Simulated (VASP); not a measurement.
# Mg (Fm-3m) in VASP: single point with PBE

Aim: the single point of Mg with PBE.

Program: VASP 6.6.1. These are calculated values, not measurements. Logs are shortened: lines on timing, memory, paths and dates and some standing lists are left out, and cuts for length are marked.

## Step 1: The cell of the first run

The structure is cubic, space group Fm-3m (No. 225). Conventional cell: a = 4.016 Å, b = 4.016 Å, c = 4.016 Å, α = 90.00°, β = 90.00°, γ = 90.00°. Within 3.7 Å of Mg (site symmetry m-3m) lie 12 Mg at 2.84 Å.

This isn't the form of Mg at room conditions, which is hcp.

## Step 2: Single point, PBE (16.19 Å³/atom)

Input file INCAR:

```
SYSTEM = Mg
ALGO = Normal
EDIFF = 1E-6
ENCUT = 600
GGA = PE
GGA_COMPAT = .False.
ISIF = 2
ISMEAR = -1
LASPH = .True.
LCHARG = .False.
LREAL = .False.
LWAVE = .False.
NBANDS = 7
NELM = 120
PREC = Accurate
SIGMA = 0.08
```

Input file KPOINTS:

```
k-points
0
Gamma
  16 16 16
  0 0 0
```

Input file POSCAR:

```
Mg
1.0
    0.0000000000      2.0080317254      2.0080317254
    2.0080317254      0.0000000000      2.0080317254
    2.0080317254      2.0080317254      0.0000000000
Mg
1
Direct
    0.0000000000      0.0000000000      0.0000000000
```

Potentials or basis: VASP PAW PBE potentials, release 64 (Mg).

Run with:

```sh
cat potpaw_PBE.64/Mg/POTCAR > POTCAR
mpirun -np 1 vasp_std > vasp.out
```

OUTCAR:

```text
SYSTEM = Mg
   EDIFF = 1E-6
   ENCUT = 600
   GGA = PE
   ISIF = 2
   ISMEAR = -1
   LASPH = .True.
   LREAL = .False.
   NELM = 120
   PREC = Accurate

 ion  position               nearest neighbor table
   1  0.000  0.000  0.000-

  LATTYP: Found a face centered cubic cell.
 ALAT       =     4.0160634508

  Lattice vectors:

 A1 = (   0.0000000000,   2.0080317254,   2.0080317254)
 A2 = (   2.0080317254,   0.0000000000,   2.0080317254)
 A3 = (   2.0080317254,   2.0080317254,   0.0000000000)

Analysis of symmetry for initial positions (statically):
=====================================================================
 Subroutine PRICEL returns:
 Original cell was already a primitive cell.

 Routine SETGRP: Setting up the symmetry group for a
 face centered cubic supercell.

 Subroutine GETGRP returns: Found 48 space group operations
 (whereof 48 operations were pure point group operations)
 out of a pool of 48 trial point group operations.

The static configuration has the point symmetry O_h .

Analysis of symmetry for dynamics (positions and initial velocities):
=====================================================================
 Subroutine PRICEL returns:
 Original cell was already a primitive cell.

 Routine SETGRP: Setting up the symmetry group for a
 face centered cubic supercell.

 Subroutine GETGRP returns: Found 48 space group operations
 (whereof 48 operations were pure point group operations)
 out of a pool of 48 trial point group operations.

The dynamic configuration has the point symmetry O_h .

 Subroutine INISYM returns: Found 48 space group operations
 (whereof 48 operations are pure point group operations),
 and found     1 'primitive' translations

----------------------------------------------------------------------------------------

                                     Primitive cell

  volume of cell :      16.1935

  direct lattice vectors                    reciprocal lattice vectors
     0.000000000  2.008031725  2.008031725    -0.249000050  0.249000050  0.249000050
     2.008031725  0.000000000  2.008031725     0.249000050 -0.249000050  0.249000050
     2.008031725  2.008031725  0.000000000     0.249000050  0.249000050 -0.249000050

  length of vectors
     2.839785700  2.839785700  2.839785700     0.431280738  0.431280738  0.431280738

  position of ions in fractional coordinates (direct lattice)
     0.000000000  0.000000000  0.000000000

  ion indices of the primitive-cell ions
   primitive index   ion index
                 1           1

----------------------------------------------------------------------------------------

 KPOINTS: k-points

Automatic generation of k-mesh.
 Grid dimensions read from file:
 generate k-points for:   16   16   16

 Generating k-lattice:

  Cartesian coordinates                     Fractional coordinates (reciprocal lattice)
    -0.015562503  0.015562503  0.015562503     0.062500000  0.000000000  0.000000000
     0.015562503 -0.015562503  0.015562503     0.000000000  0.062500000  0.000000000
     0.015562503  0.015562503 -0.015562503     0.000000000  0.000000000  0.062500000

  Length of vectors
     0.026955046  0.026955046  0.026955046

  Shift w.r.t. Gamma in fractional coordinates (k-lattice)
     0.000000000  0.000000000  0.000000000

 Subroutine IBZKPT returns following result:
 ===========================================

 Found    145 irreducible k-points:

 Following reciprocal coordinates:
            Coordinates               Weight
  0.000000  0.000000  0.000000      1.000000
  0.062500  0.000000  0.000000      8.000000
  0.125000  0.000000  0.000000      8.000000
  0.187500  0.000000  0.000000      8.000000
  0.250000  0.000000  0.000000      8.000000
  0.312500  0.000000  0.000000      8.000000
[... 16 lines left out ...]
 -0.125000  0.062500  0.000000     24.000000
 -0.062500  0.062500  0.000000     12.000000
 [... further k-points ...]
   k-points           NKPTS =    145   k-points in BZ     NKDIM =    145   number of bands    NBANDS=      7
   number of dos      NEDOS =    301   number of ions     NIONS =      1
   total plane-waves  NPLWV =  13824
   dimension x,y,z NGX =    24 NGY =   24 NGZ =   24
   dimension x,y,z NGXF=    48 NGYF=   48 NGZF=   48
   ions per type =               1
   NGX,Y,Z   is equivalent  to a cutoff of  14.05, 14.05, 14.05 a.u.
   NGXF,Y,Z  is equivalent  to a cutoff of  28.10, 28.10, 28.10 a.u.
 SYSTEM =  Mg
   PREC   = accura    normal or accurate (medium, high low for compatibility)
   ISTART =      0    job   : 0-new  1-cont  2-samecut
   ICHARG =      2    charge: 1-file 2-atom 10-const
   ISPIN  =      1    spin polarized calculation?
   LNONCOLLINEAR =      F non collinear calculations
   LSORBIT =      F    spin-orbit coupling
   LASPH  =      T    aspherical Exc in radial PAW
   ENCUT  =  600.0 eV  44.10 Ry    6.64 a.u.   5.67  5.67  5.67*2*pi/ulx,y,z
   NELM   =    120;   NELMIN=  2; NELMDL= -5     # of ELM steps
   EDIFF  = 0.1E-05   stopping-criterion for ELM
   LREAL  =      F    real-space projection
   EDIFFG = 0.1E-04   stopping-criterion for IOM
   NSW    =      0    number of steps for IOM
   IBRION =     -1    ionic relax: 0-MD 1-quasi-New 2-CG
   NFREE  =      0    steps in history (QN), initial steepest desc. (CG)
   ISIF   =      2    stress and relaxation
   ISYM   =      2    0-nonsym 1-usesym 2-fastsym
   POTIM  = 0.5000    time-step for ionic-motion
   TEBEG  =    0.0;   TEEND  =   0.0 temperature during run
   PSTRESS=    0.0 pullay stress
   NELECT =       2.0000    total number of electrons
   NUPDOWN=      -1.0000    fix difference up-down
   EMIN   =  10.00;   EMAX   =-10.00  energy-range for DOS
   EFERMI =   0.00;   METHOD = LEGACY
   ISMEAR =    -1;   SIGMA  =   0.08  broadening in eV -4-tet -1-fermi 0-gaus
   EFERMI_NEDOS =   21; number of points for ismear=-14 and -15
   IALGO  =     38    algorithm
   IMIX   =      4    mixing-type and parameters
     AMIX     =   0.40;   BMIX     =  1.00
     AMIX_MAG =   1.60;   BMIX_MAG =  1.00
  volume/ion in A,a.u.               =      16.19       109.28
  Fermi-wavevector in a.u.,A,eV,Ry     =   0.815275  1.540647  9.043435  0.664674
  Thomas-Fermi vector in A             =   1.925334
   LORBIT       =      0    0 simple, 1 ext, 2 COOP (PROOUT), +10 PAW based schemes
   GGA     = PE    functional components
   LHFCALC =     F    Hartree Fock is set to
   AEXX    =    0.0000 exact exchange contribution
   IVDW    =     0    specifies the selected vdW correction
   LEPSILON=     F    determine dielectric tensor
   LRPA    =     F    only Hartree local field effects (RPA)
 non-spin polarized calculation
  energy-cutoff  :      600.00
  volume of cell :       16.19
 maximum number of plane-waves:       560
   NGX = 11   NGY = 11   NGZ = 11

 number of electron       2.0000000 magnetization

 Free energy of the ion-electron system (eV)
  ---------------------------------------------------
  ext. energy  EPLUGINS =         0.00000000
  ---------------------------------------------------
  free energy    TOTEN  =        -1.09345633 eV

  energy without entropy =       -1.08519444  energy(sigma->0) =       -1.08932539

 E-fermi :   4.7187     XC(G=0):  -9.6456

 val. band max:        4.7001012284   @ k =  -0.4375   0.4375   0.0000
 cond. band min:       4.7251667345   @ k =  -0.3125   0.3750   0.1875
 fundamental gap:      0.0250655062
 Fermi energy:         4.7186839716

 k-point     1 :       0.0000    0.0000    0.0000
  band No.  band energies     occupation
      1      -3.8271      2.00000
      2      19.4417      0.00000
      3      19.4417      0.00000
      4      19.4417      0.00000
      5      22.2445      0.00000
      6      23.4884      0.00000
      7      23.4884      0.00000

 k-point     2 :       0.0625    0.0000    0.0000
  band No.  band energies     occupation
      1      -3.7171      2.00000
      2      17.9219      0.00000
      3      19.3214      0.00000
      4      19.3214      0.00000
      5      22.6653      0.00000
      6      23.7274      0.00000
      7      23.7274      0.00000

 k-point     3 :       0.1250    0.0000    0.0000
  band No.  band energies     occupation
      1      -3.3883      2.00000
      2      15.5227      0.00000
      3      19.0398      0.00000
      4      19.0398      0.00000
      5      22.2872      0.00000
      6      24.1837      0.00000
      7      24.1837      0.00000

 k-point     4 :       0.1875    0.0000    0.0000
  band No.  band energies     occupation
      1      -2.8439      2.00000
      2      13.1025      0.00000
      3      18.7238      0.00000
      4      18.7238      0.00000
      5      21.7694      0.00000
      6      23.7505      0.00000
      7      23.7505      0.00000

 k-point     5 :       0.2500    0.0000    0.0000
  band No.  band energies     occupation
      1      -2.0893      2.00000
      2      10.7819      0.00000
      3      18.4483      0.00000
      4      18.4483      0.00000
      5      21.3343      0.00000
      6      22.8247      0.00000
      7      22.8247      0.00000
[... 161 lines left out ...]
 k-point    22 :      -0.1875    0.0625    0.0000
  band No.  band energies     occupation
      1      -2.5194      2.00000
      2      12.3529      0.00000
      3      16.8018      0.00000
      4      19.7049      0.00000
      5      22.1933      0.00000
      6      22.4139      0.00000
      7      23.9220      0.00000

 k-point    23 :      -0.1250    0.0625    0.0000
  band No.  band energies     occupation
      1      -3.1337      2.00000
      2      14.6694      0.00000
      3      17.2887      0.00000
      4      19.8570      0.00000
      5      22.9007      0.00000
      6      22.9217      0.00000
      7      24.3378      0.00000

 k-point    24 :      -0.0625    0.0625    0.0000
  band No.  band energies     occupation
      1      -3.5343      2.00000
      2      16.7677      0.00000
      3      18.1031      0.00000
      4      19.7267      0.00000
      5      23.1480      0.00000
      6      23.3277      0.00000
      7      23.8239      0.00000

 [... further k-points ...]
[... 5 lines left out ...]
  --------------------------------------------------------------------------------------
  -------------------------------------------------------------------------------------
  Total        2.5467827      2.5467827      2.5467827      0.0000000      0.0000000     -0.0000000
  in kB      251.9769199    251.9769199    251.9769199      0.0000000      0.0000000     -0.0000000
  external PRESSURE =     251.9769199 kB  Pullay stress =       0.0000000 kB

 VOLUME and BASIS-vectors are now :
 -----------------------------------------------------------------------------
  energy-cutoff  :      600.00
  volume of cell :       16.19
      direct lattice vectors                 reciprocal lattice vectors
     0.000000000  2.008031725  2.008031725    -0.249000050  0.249000050  0.249000050
     2.008031725  0.000000000  2.008031725     0.249000050 -0.249000050  0.249000050
     2.008031725  2.008031725  0.000000000     0.249000050  0.249000050 -0.249000050

 POSITION                                       TOTAL-FORCE (eV/Angst)
 -----------------------------------------------------------------------------------
      0.00000      0.00000      0.00000         0.000000      0.000000      0.000000
 -----------------------------------------------------------------------------------
    total drift:                               -0.000000      0.000000      0.000000

  FREE ENERGIE OF THE ION-ELECTRON SYSTEM (eV)
  ---------------------------------------------------
  free  energy   TOTEN  =        -1.0934563315 eV

  energy  without entropy=       -1.0851944433  energy(sigma->0) =       -1.08932539
```

It took 19 s on 1 thread of Intel Xeon 8259CL, shared host; peak memory 0.15 GiB.

What came out:

| Property | Result |
| --- | --- |
| Free energy | -1.0935 eV |
| Pressure | 25.2 GPa |
| Band gap on the k mesh | zero (bands 1 and 2 overlap by 2.96 eV) |

Caveat: the cell stands under pressure.
